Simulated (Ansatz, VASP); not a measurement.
# Two plane-wave programs on TiC3

The input INCAR:

```
ALGO     = Normal         # electronic algorithm
EDIFF    = 1E-6           # SCF threshold, eV
ENCUT    = 520            # plane-wave cutoff, eV
GGA      = PE             # functional
ISIF     = 2              # what is computed and relaxed
ISMEAR   = 0              # smearing method
LASPH    = T              # aspherical terms in the spheres
LCHARG   = T              # write CHGCAR
LELF     = T              # ELF
LREAL    = F              # projectors in reciprocal space
LVHAR    = T            
LWAVE    = F              # write WAVECAR
NBANDS   = 20             # bands
NELM     = 60             # most SCF steps
PREC     = Accurate       # precision mode
SIGMA    = 0.1            # smearing width, eV
```

File KPOINTS:

```
k-points
0
Gamma
  6 6 2
```

The input POSCAR:

```
TiC3
1.0
    2.5589195400      0.0000000000      0.0000000000
   -1.2794597700      2.2160893300      0.0000000000
    0.0000000000      0.0000000000      7.9402714800
Ti C
1 3
Direct
    0.6666666700      0.3333333300      0.0000000000
    0.6666666700      0.3333333300      0.5000000000
    0.3333333300      0.6666666700      0.2419234500
    0.3333333300      0.6666666700      0.7580765500
```

Input for Ansatz:

```yaml
crystal:
  lattice:
    - [2.55891954, 0.0, 0.0]
    - [-1.27945977, 2.21608933, 0.0]
    - [0.0, 0.0, 7.94027148]
  atoms:
    - { symbol: Ti, position: [0.66666667, 0.33333333, 0.0] }
    - { symbol: C, position: [0.66666667, 0.33333333, 0.5] }
    - { symbol: C, position: [0.33333333, 0.66666667, 0.24192345] }
    - { symbol: C, position: [0.33333333, 0.66666667, 0.75807655] }
basis:
  ecutwfc: 420
kpoints:
  mp_grid: { grid: [6, 6, 2] }
hamiltonian:
  xc: pbe
scf:
  occupations: { method: gaussian, width: 0.1 }
  lower_state_search: "off"
output:
  forces: true
  stress: true
  eigenvalues: true
```

Change from the starting cell: species swapped into the GaAg3 type (P-6m2, No. 187).

Alike in both runs: task single point; functional PBE; k mesh 6 × 6 × 2; occupations gaussian, width 0.1 eV; no spin polarisation.

|  | VASP | Ansatz |
| --- | --- | --- |
| version | VASP 6.6.1 | Ansatz 0.2.0 |
| potentials or method | VASP PAW PBE potentials, release 64 (Ti_sv, C), cutoff 520 eV | scalar-relativistic, plane waves, PAW |
| valence electrons in the cell | 24 | 24 |

|  | VASP | Ansatz | Ansatz less VASP |
| --- | --- | --- | --- |
| gap on the k mesh at the Fermi level (eV) | none | none | - |
| pressure (GPa) | -16.5 | -16.4 | +0.01 |
| traceless stress, the component that is largest in VASP (GPa) | -25.72 | -25.85 | -0.131 |
| rms of the force components (eV/Å) | 0.198 | 0.201 | +0.0023 |

Atom by atom the forces differ by 0.002 eV/Å (rms over components). A gap of «none» marks a metal or a gap that the smearing closes. With one functional, cell and mesh, what is left measures potentials, basis and numerics.

The k mesh is coarse, so the values compare programs but aren't converged.
